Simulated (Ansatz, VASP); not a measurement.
One calculation of ZnS, two programs

```
CELL_PARAMETERS angstrom
0.00000 2.50903 2.50903
2.50903 0.00000 2.50903
2.50903 2.50903 0.00000
ATOMIC_POSITIONS crystal
Zn 0.00000 0.00000 0.00000
S 0.50000 0.50000 0.50000
```

Change from the starting cell: volume scaled by 1, crystal datasets.

Alike in both runs: task single point; functional PBEsol; k mesh 16 × 16 × 16; occupations fermi-dirac, width 0.05 eV; no spin polarisation.

|  | VASP | Ansatz |
| --- | --- | --- |
| version | VASP 6.6.1 | Ansatz 0.2.0 |
| potentials or method | VASP PAW PBE potentials, release 64 (Zn, S), cutoff 500 eV | all-electron PAW with datasets made for the crystal, scalar-relativistic |

Ansatz gave:

- pressure (GPa): 0.0

Task: What did VASP give for the same quantities?

Result: Pressure (GPa): 0.3.

VASP's potentials were made for PBE, not for PBEsol. Ansatz ran all-electron here, and VASP with PAW potentials.
